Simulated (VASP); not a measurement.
# SiO2 (I-42d) in VASP: notebook

SiO2 is run at these levels: r2SCAN, HSE06; tasks: single point.

Program: VASP 6.6.1. These are calculated values, not measurements. Logs are shortened: lines on timing, memory, paths and dates and some standing lists are left out, and cuts for length are marked.

## Step 1: The cell of the first run

The structure is tetragonal, space group I-42d (No. 122). Conventional cell: a = 5.136 Å, b = 5.136 Å, c = 7.316 Å, α = 90.00°, β = 90.00°, γ = 90.00°. Within 2.1 Å of Si (site symmetry -4) lie 4 O at 1.61 Å. O (site symmetry 2) has 2 Si at 1.61 Å within 2.1 Å.

## Step 2: Single point, r2SCAN (biaxial xy strain +3.9%)

File POSCAR:

```
SiO2
1.0
   -2.5681223587      2.5681223587      3.6578437059
    2.5681223587     -2.5681223587      3.6578437059
    2.5681223587      2.5681223587     -3.6578437059
Si O
2 4
Direct
    0.0000000000      0.0000000000      0.0000000000
    0.7500000000      0.2500000000      0.5000000000
    0.9409316564      0.6250000000      0.8159316564
    0.3750000000      0.1909316564      0.3159316564
    0.8090683436      0.1250000000      0.1840683436
    0.8750000000      0.0590683436      0.6840683436
```

File INCAR.step1:

```
SYSTEM = SiO2
  PREC = Accurate
  ENCUT = 520
  ISMEAR = 0
  SIGMA = 0.01
  LREAL = .FALSE.
  LASPH = .TRUE.
  NELM = 100
  NBANDS = 25
  GGA = PE
  ALGO = Normal
  EDIFF = 1E-4
  LWAVE = .TRUE.
  LCHARG = .FALSE.
```

File INCAR.step2:

```
SYSTEM = SiO2
  PREC = Accurate
  ENCUT = 520
  EDIFF = 1E-7
  ISMEAR = 0
  SIGMA = 0.01
  LREAL = .FALSE.
  LASPH = .TRUE.
  NELM = 100
  ALGO = Normal
  ISIF = 2
  LWAVE = .FALSE.
  LCHARG = .FALSE.
  METAGGA = R2SCAN
  LMIXTAU = .TRUE.
  NBANDS = 25
  ISTART = 1
```

File KPOINTS:

```
regular mesh
0
G
  8 8 8
  0 0 0
```

Potentials or basis: VASP PAW PBE potentials, release 64 (Si, O).

The run is started by

```sh
cat potpaw_PBE.64/Si/POTCAR potpaw_PBE.64/O/POTCAR > POTCAR
cp INCAR.step1 INCAR
mpirun -np 1 vasp_std > vasp.out
cp INCAR.step2 INCAR
mpirun -np 1 vasp_std > vasp.out
```

OUTCAR:

```text
SYSTEM = SiO2
   PREC = Accurate
   ENCUT = 520
   EDIFF = 1E-7
   ISMEAR = 0
   LREAL = .FALSE.
   LASPH = .TRUE.
   NELM = 100
   ISIF = 2
   METAGGA = R2SCAN
   ISTART = 1

 ion  position               nearest neighbor table
   1  0.000  0.000  0.000-   3 1.61   4 1.61   5 1.61   6 1.61
   2  0.750  0.250  0.500-   3 1.61   4 1.61   5 1.61   6 1.61
   3  0.941  0.625  0.816-   1 1.61   2 1.61
   4  0.375  0.191  0.316-   1 1.61   2 1.61
   5  0.809  0.125  0.184-   1 1.61   2 1.61
   6  0.875  0.059  0.684-   1 1.61   2 1.61

  LATTYP: Found a body centered tetragonal cell.
 ALAT       =     5.1362447174
 C/A-ratio  =     1.4243261009

  Lattice vectors:

 A1 = (  -2.5681223587,   2.5681223587,   3.6578437059)
 A2 = (   2.5681223587,  -2.5681223587,   3.6578437059)
 A3 = (   2.5681223587,   2.5681223587,  -3.6578437059)

Analysis of symmetry for initial positions (statically):
=====================================================================
 Subroutine PRICEL returns:
 Original cell was already a primitive cell.

 Routine SETGRP: Setting up the symmetry group for a
 body centered tetragonal supercell.

 Subroutine GETGRP returns: Found  8 space group operations
 (whereof  4 operations were pure point group operations)
 out of a pool of 16 trial point group operations.

The static configuration has the point symmetry S_4 .
 The point group associated with its full space group is D_2d.

Analysis of symmetry for dynamics (positions and initial velocities):
=====================================================================
 Subroutine PRICEL returns:
 Original cell was already a primitive cell.

 Routine SETGRP: Setting up the symmetry group for a
 body centered tetragonal supercell.

 Subroutine GETGRP returns: Found  8 space group operations
 (whereof  4 operations were pure point group operations)
 out of a pool of 16 trial point group operations.

The dynamic configuration has the point symmetry S_4 .
 The point group associated with its full space group is D_2d.

 Subroutine INISYM returns: Found  8 space group operations
 (whereof  4 operations are pure point group operations),
 and found     1 'primitive' translations

----------------------------------------------------------------------------------------

                                     Primitive cell

  volume of cell :      96.4976

  direct lattice vectors                    reciprocal lattice vectors
    -2.568122359  2.568122359  3.657843706     0.000000000  0.194694773  0.136692554
     2.568122359 -2.568122359  3.657843706     0.194694773  0.000000000  0.136692554
     2.568122359  2.568122359 -3.657843706     0.194694773  0.194694773  0.000000000

  length of vectors
     5.154641159  5.154641159  5.154641159     0.237888438  0.237888438  0.275339989

  position of ions in fractional coordinates (direct lattice)
     0.000000000  0.000000000  0.000000000
     0.750000000  0.250000000  0.500000000
     0.940931656  0.625000000  0.815931656
     0.375000000  0.190931656  0.315931656
     0.809068344  0.125000000  0.184068344
     0.875000000  0.059068344  0.684068344

  ion indices of the primitive-cell ions
   primitive index   ion index
                 1           1
                 2           2
                 3           3
                 4           4
                 5           5
                 6           6

----------------------------------------------------------------------------------------

 KPOINTS: regular mesh

Automatic generation of k-mesh.
 Grid dimensions read from file:
 generate k-points for:    8    8    8

 Generating k-lattice:

  Cartesian coordinates                     Fractional coordinates (reciprocal lattice)
     0.000000000  0.024336847  0.017086569     0.125000000  0.000000000 -0.000000000
     0.024336847  0.000000000  0.017086569     0.000000000  0.125000000 -0.000000000
     0.024336847  0.024336847  0.000000000     0.000000000  0.000000000  0.125000000

  Length of vectors
     0.029736055  0.029736055  0.034417499

  Shift w.r.t. Gamma in fractional coordinates (k-lattice)
     0.000000000  0.000000000  0.000000000

 Subroutine IBZKPT returns following result:
 ===========================================

 Found     59 irreducible k-points:

 Following reciprocal coordinates:
            Coordinates               Weight
  0.000000  0.000000  0.000000      1.000000
  0.125000  0.000000 -0.000000      8.000000
  0.250000  0.000000 -0.000000      8.000000
  0.375000 -0.000000  0.000000      8.000000
  0.500000  0.000000 -0.000000      4.000000
  0.125000  0.125000 -0.000000      8.000000
[... 16 lines left out ...]
  0.250000  0.125000  0.125000     16.000000
  0.375000  0.125000  0.125000      8.000000
 [... further k-points ...]
   k-points           NKPTS =     59   k-points in BZ     NKDIM =     59   number of bands    NBANDS=     25
   number of dos      NEDOS =    301   number of ions     NIONS =      6
   total plane-waves  NPLWV =  64000
   dimension x,y,z NGX =    40 NGY =   40 NGZ =   40
   dimension x,y,z NGXF=    80 NGYF=   80 NGZF=   80
   ions per type =               2   4
   NGX,Y,Z   is equivalent  to a cutoff of  12.90, 12.90, 12.90 a.u.
   NGXF,Y,Z  is equivalent  to a cutoff of  25.80, 25.80, 25.80 a.u.
 SYSTEM =  SiO2
   PREC   = accura    normal or accurate (medium, high low for compatibility)
   ISTART =      1    job   : 0-new  1-cont  2-samecut
   ICHARG =      0    charge: 1-file 2-atom 10-const
   ISPIN  =      1    spin polarized calculation?
   LNONCOLLINEAR =      F non collinear calculations
   LSORBIT =      F    spin-orbit coupling
   LASPH  =      T    aspherical Exc in radial PAW
   ENCUT  =  520.0 eV  38.22 Ry    6.18 a.u.   9.58  9.58  9.58*2*pi/ulx,y,z
   NELM   =    100;   NELMIN=  2; NELMDL=  0     # of ELM steps
   EDIFF  = 0.1E-06   stopping-criterion for ELM
   LREAL  =      F    real-space projection
   EDIFFG = 0.1E-05   stopping-criterion for IOM
   NSW    =      0    number of steps for IOM
   IBRION =     -1    ionic relax: 0-MD 1-quasi-New 2-CG
   NFREE  =      0    steps in history (QN), initial steepest desc. (CG)
   ISIF   =      2    stress and relaxation
   ISYM   =      2    0-nonsym 1-usesym 2-fastsym
   POTIM  = 0.5000    time-step for ionic-motion
   TEBEG  =    0.0;   TEEND  =   0.0 temperature during run
   PSTRESS=    0.0 pullay stress
   NELECT =      32.0000    total number of electrons
   NUPDOWN=      -1.0000    fix difference up-down
   EMIN   =  10.00;   EMAX   =-10.00  energy-range for DOS
   EFERMI =   0.00;   METHOD = LEGACY
   ISMEAR =     0;   SIGMA  =   0.01  broadening in eV -4-tet -1-fermi 0-gaus
   EFERMI_NEDOS =   21; number of points for ismear=-14 and -15
   IALGO  =     38    algorithm
   IMIX   =      4    mixing-type and parameters
     AMIX     =   0.40;   BMIX     =  1.00
     AMIX_MAG =   1.60;   BMIX_MAG =  1.00
  volume/ion in A,a.u.               =      16.08       108.53
  Fermi-wavevector in a.u.,A,eV,Ry     =   1.133146  2.141336 17.470159  1.284020
  Thomas-Fermi vector in A             =   2.269849
   LORBIT       =      0    0 simple, 1 ext, 2 COOP (PROOUT), +10 PAW based schemes
   METAGGA = R2SCAN    functional components
   LHFCALC =     F    Hartree Fock is set to
   AEXX    =    0.0000 exact exchange contribution
   IVDW    =     0    specifies the selected vdW correction
   LEPSILON=     F    determine dielectric tensor
   LRPA    =     F    only Hartree local field effects (RPA)
 non-spin polarized calculation
 Gauss-broadening in eV      SIGMA  =   0.01
  energy-cutoff  :      520.00
  volume of cell :       96.50
 maximum number of plane-waves:      2653
 NGX is ok and might be reduce to    40
   NGX = 19   NGY = 19   NGZ = 19

 number of electron      31.9999991 magnetization

 Free energy of the ion-electron system (eV)
  ---------------------------------------------------
  ext. energy  EPLUGINS =         0.00000000
  ---------------------------------------------------
  free energy    TOTEN  =       -59.56584982 eV

  energy without entropy =      -59.56584982  energy(sigma->0) =      -59.56584982

 E-fermi :  -1.1197     XC(G=0):  -8.1573

 val. band max:       -1.1676419781   @ k =   0.0000   0.0000   0.0000
 cond. band min:       5.0980581999   @ k =   0.0000   0.0000   0.0000
 fundamental gap:      6.2657001780
 Fermi energy:        -1.1197306280

 k-point     1 :       0.0000    0.0000    0.0000
  band No.  band energies     occupation
      1     -21.4358      2.00000
      2     -19.4503      2.00000
      3     -19.4503      2.00000
      4     -19.3884      2.00000
      5     -10.9082      2.00000
      6      -6.9953      2.00000
[... 17 lines left out ...]
     24      12.0033      0.00000
     25      12.6295      0.00000

 k-point     2 :       0.1250    0.0000   -0.0000
  band No.  band energies     occupation
      1     -21.3909      2.00000
      2     -19.5145      2.00000
      3     -19.4521      2.00000
      4     -19.4035      2.00000
      5     -10.7784      2.00000
      6      -7.0326      2.00000
[... 17 lines left out ...]
     24      12.0797      0.00000
     25      13.0394      0.00000

 k-point     3 :       0.2500    0.0000   -0.0000
  band No.  band energies     occupation
      1     -21.2668      2.00000
      2     -19.7105      2.00000
      3     -19.4565      2.00000
      4     -19.4133      2.00000
      5     -10.4392      2.00000
      6      -7.1880      2.00000
[... 17 lines left out ...]
     24      12.4467      0.00000
     25      12.8564      0.00000

 k-point     4 :       0.3750   -0.0000    0.0000
  band No.  band energies     occupation
      1     -21.1055      2.00000
      2     -19.9448      2.00000
      3     -19.4608      2.00000
      4     -19.4190      2.00000
      5     -10.0426      2.00000
      6      -7.4163      2.00000
[... 17 lines left out ...]
     24      12.1836      0.00000
     25      13.1961      0.00000

 k-point     5 :       0.5000    0.0000   -0.0000
  band No.  band energies     occupation
      1     -21.0177      2.00000
      2     -20.0624      2.00000
      3     -19.4624      2.00000
      4     -19.4211      2.00000
      5      -9.8496      2.00000
      6      -7.5421      2.00000
[... 17 lines left out ...]
     24      12.5462      0.00000
     25      13.0371      0.00000

 k-point     6 :       0.1250    0.1250   -0.0000
  band No.  band energies     occupation
      1     -21.3183      2.00000
      2     -19.6224      2.00000
      3     -19.4552      2.00000
      4     -19.4188      2.00000
      5     -10.5734      2.00000
      6      -7.1330      2.00000
[... 17 lines left out ...]
     24      12.3236      0.00000
     25      13.2701      0.00000
[... 393 lines left out ...]
 k-point    21 :       0.5000    0.5000   -0.0000
  band No.  band energies     occupation
      1     -20.5713      2.00000
      2     -20.5713      2.00000
      3     -19.4453      2.00000
      4     -19.4453      2.00000
      5      -8.8011      2.00000
      6      -8.8011      2.00000
[... 17 lines left out ...]
     24      11.0785      0.00000
     25      12.7430      0.00000

 k-point    22 :       0.1250    0.1250    0.1250
  band No.  band energies     occupation
      1     -21.1541      2.00000
      2     -19.8803      2.00000
      3     -19.4569      2.00000
      4     -19.4162      2.00000
      5     -10.1445      2.00000
      6      -7.5102      2.00000
[... 17 lines left out ...]
     24      12.3884      0.00000
     25      12.8149      0.00000

 k-point    23 :       0.2500    0.1250    0.1250
  band No.  band energies     occupation
      1     -20.9895      2.00000
      2     -20.0989      2.00000
      3     -19.4592      2.00000
      4     -19.4249      2.00000
      5      -9.7477      2.00000
      6      -7.8090      2.00000
[... 17 lines left out ...]
     24      12.3696      0.00000
     25      12.9243      0.00000

 k-point    24 :       0.3750    0.1250    0.1250
  band No.  band energies     occupation
      1     -20.8925      2.00000
      2     -20.2180      2.00000
      3     -19.4600      2.00000
      4     -19.4286      2.00000
      5      -9.5350      2.00000
      6      -7.9824      2.00000
[... 17 lines left out ...]
     24      12.7405      0.00000
     25      12.7541      0.00000

 [... further k-points ...]

------------------------ aborting loop because EDIFF is reached ----------------------------------------

  FORCE on cell =-STRESS in cart. coord.  units (eV):
  Direction    XX          YY          ZZ          XY          YZ          ZX
  --------------------------------------------------------------------------------------
  -------------------------------------------------------------------------------------
  Total       -0.9540037     -0.9540037     -0.5166621      0.0000000      0.0000000      0.0000000
  in kB      -15.8395952    -15.8395952     -8.5782889      0.0000000      0.0000000      0.0000000
  external PRESSURE =     -13.4191598 kB  Pullay stress =       0.0000000 kB

 VOLUME and BASIS-vectors are now :
 -----------------------------------------------------------------------------
  energy-cutoff  :      520.00
  volume of cell :       96.50
      direct lattice vectors                 reciprocal lattice vectors
    -2.568122359  2.568122359  3.657843706     0.000000000  0.194694773  0.136692554
     2.568122359 -2.568122359  3.657843706     0.194694773  0.000000000  0.136692554
     2.568122359  2.568122359 -3.657843706     0.194694773  0.194694773  0.000000000

 POSITION                                       TOTAL-FORCE (eV/Angst)
 -----------------------------------------------------------------------------------
      0.00000      0.00000      0.00000        -0.000000      0.000000      0.000000
      0.00000      2.56812      1.82892         0.000000      0.000000      0.000000
      1.28406      2.90676      2.74338        -0.000000     -0.002104      0.000000
      0.33864      1.28406      0.91446        -0.002104      0.000000      0.000000
     -1.28406      2.22948      2.74338         0.000000      0.002104     -0.000000
     -0.33864      3.85218      0.91446         0.002104      0.000000     -0.000000
 -----------------------------------------------------------------------------------
    total drift:                                0.000013      0.000013      0.000002

  FREE ENERGIE OF THE ION-ELECTRON SYSTEM (eV)
  ---------------------------------------------------
  free  energy   TOTEN  =       -59.5658498228 eV

  energy  without entropy=      -59.5658498228  energy(sigma->0) =      -59.56584982
```

Wall time 9.6 min (1 thread of Intel Xeon Platinum 8259CL at 2.50GHz (Skylake/Cascade Lake), shared host); peak memory 0.31 GiB.

What came out:

```yaml
Free_energy: -59.5658 eV
Pressure: -1.3 GPa
Band_gap_on_the_k_mesh: 6.27 eV
```

Forces in eV/Å, atoms in the order of the input:
```
Si   0.000  0.000  0.000
Si   0.000  0.000  0.000
O    0.000 -0.002  0.000
O   -0.002  0.000  0.000
O    0.000  0.002  0.000
O    0.002  0.000  0.000
```

Stress tensor (GPa, compression positive):
```
-1.58  0.00  0.00
 0.00 -1.58  0.00
 0.00  0.00 -0.86
```

Caveat: the cell differs from its parent crystal (biaxial xy strain +3.9%); the PAW data sets were made with another functional, which shifts forces and pressure a little. A k mesh can miss the band edges.

## Step 3: Single point, HSE06

This run uses another cell than the first one, of 14.90 Å³/atom.

File POSCAR:

```
SiO2
1.0
   -2.4719629981      2.4719629981      3.6578437059
    2.4719629981     -2.4719629981      3.6578437059
    2.4719629981      2.4719629981     -3.6578437059
Si O
2 4
Direct
    0.0000000000      0.0000000000      0.0000000000
    0.7500000000      0.2500000000      0.5000000000
    0.9733622659      0.6250000000      0.8483622659
    0.3750000000      0.2233622659      0.3483622659
    0.7766377341      0.1250000000      0.1516377341
    0.8750000000      0.0266377341      0.6516377341
```

File INCAR.step1:

```
PREC     = Accurate       # precision mode
ENCUT    = 520            # plane-wave cutoff, eV
EDIFF    = 1E-5           # SCF threshold, eV
ISMEAR   = 0              # smearing method
SIGMA    = 0.01           # smearing width, eV
LREAL    = False          # projectors in reciprocal space
LASPH    = True           # aspherical terms in the spheres
NELM     = 60             # most SCF steps
ALGO     = Normal         # electronic algorithm
ISIF     = 2              # what is computed and relaxed
LWAVE    = True           # write WAVECAR
LCHARG   = False          # write CHGCAR
GGA      = PE             # functional
NBANDS   = 25             # bands
```

File INCAR.step2:

```
PREC     = Accurate       # precision mode
ENCUT    = 520            # plane-wave cutoff, eV
EDIFF    = 1E-7           # SCF threshold, eV
ISMEAR   = 0              # smearing method
SIGMA    = 0.01           # smearing width, eV
LREAL    = False          # projectors in reciprocal space
LASPH    = True           # aspherical terms in the spheres
NELM     = 60             # most SCF steps
ALGO     = Normal         # electronic algorithm
ISIF     = 2              # what is computed and relaxed
LWAVE    = False          # write WAVECAR
LCHARG   = False          # write CHGCAR
GGA      = PE             # functional
LHFCALC  = True           # exact exchange
HFSCREEN = 0.2079         # screening, 1/A
PRECFOCK = Fast         
ISTART   = 1            
NBANDS   = 25             # bands
```

File KPOINTS:

```
regular mesh
0
Gamma
  4 4 4
```

Potentials or basis: VASP PAW PBE potentials, release 64 (Si, O).

The run is started by

```sh
cat potpaw_PBE.64/Si/POTCAR potpaw_PBE.64/O/POTCAR > POTCAR
cp INCAR.step1 INCAR
mpirun -np 1 vasp_std > vasp.out
cp INCAR.step2 INCAR
mpirun -np 1 vasp_std > vasp.out
```

Wall time 39 min (1 thread of Oxide Virtual Turin-like, shared host); peak memory 0.32 GiB.

Results (log left out):

| Item | Value |
| --- | --- |
| Free energy | -58.3577 eV |
| Pressure | -0.1 GPa |
| Largest force | 0.078 eV/Å |
| Band gap on the k mesh | 7.72 eV |

Forces on the atoms (eV/Å):
```
Si   0.000  0.000  0.000
Si   0.000  0.000  0.000
O    0.000 -0.078  0.000
O   -0.078  0.000  0.000
O    0.000  0.078  0.000
O    0.078  0.000  0.000
```

Levels at points of the mesh, in eV from the valence-band top:
```tsv
k point	band 12	band 13	band 14	band 15	band 16	band 17	band 18	band 19	band 20	band 21
(0.00, 0.00, 0.00)	-1.63	-1.58	-0.75	0.00	0.00	7.72	10.79	12.83	12.83	12.87
(0.50, 0.00, 0.00)	-1.70	-1.58	-0.81	-0.50	-0.15	10.24	10.78	11.65	12.31	12.95
(0.50, 0.50, 0.00)	-2.19	-1.03	-1.03	-0.34	-0.34	11.05	11.05	12.34	12.34	13.25
(0.50, 0.50, 0.50)	-2.19	-1.57	-1.57	-0.32	-0.32	10.81	10.81	12.26	12.26	13.92
```

Caveat: the PAW data sets were made with another functional, which shifts forces and pressure a little.
